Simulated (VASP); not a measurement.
A run of VASP 6.6.1 is set up as follows.

INCAR

```
PREC = Accurate
ENCUT = 600
EDIFF = 1E-6
ISMEAR = -1
SIGMA = 0.15
LREAL = False
LASPH = True
NELM = 120
ALGO = Normal
ISIF = 2
LWAVE = False
LCHARG = False
GGA = PE
NBANDS = 33
GGA_COMPAT = False
```

Contents of KPOINTS:

```
regular mesh
0
Gamma
  5 5 7
```

POSCAR

```
TaN
1.0
    5.1910000000      0.0000000000      0.0000000000
   -2.5955000000      4.4955380000      0.0000000000
    0.0000000000      0.0000000000      2.9080000000
Ta N
3 3
Direct
    0.0000000000      0.0000000000      0.0000000000
    0.3333333333      0.6666666667      0.5000000000
    0.6666666667      0.3333333333      0.5000000000
    0.5000000000      0.0000000000      0.0000000000
    0.5000000000      0.5000000000      0.0000000000
    0.0000000000      0.5000000000      0.0000000000
```

Potentials or basis: VASP PAW PBE potentials, release 64 (Ta_pv, N).

Run with:

```sh
$ cat potpaw_PBE.64/Ta_pv/POTCAR potpaw_PBE.64/N/POTCAR > POTCAR
$ mpirun -np 1 vasp_std > vasp.out
```

(1) What does it give for the band gap on the k mesh?

(2) Predict the pressure.

Answers

(1) zero (band 24 reaches 8.99 eV, above the bottom of band 25 at 6.96 eV).

(2) 10.5 GPa.

Caveat: spin-orbit coupling is left out, which moves the levels of the heavy elements.
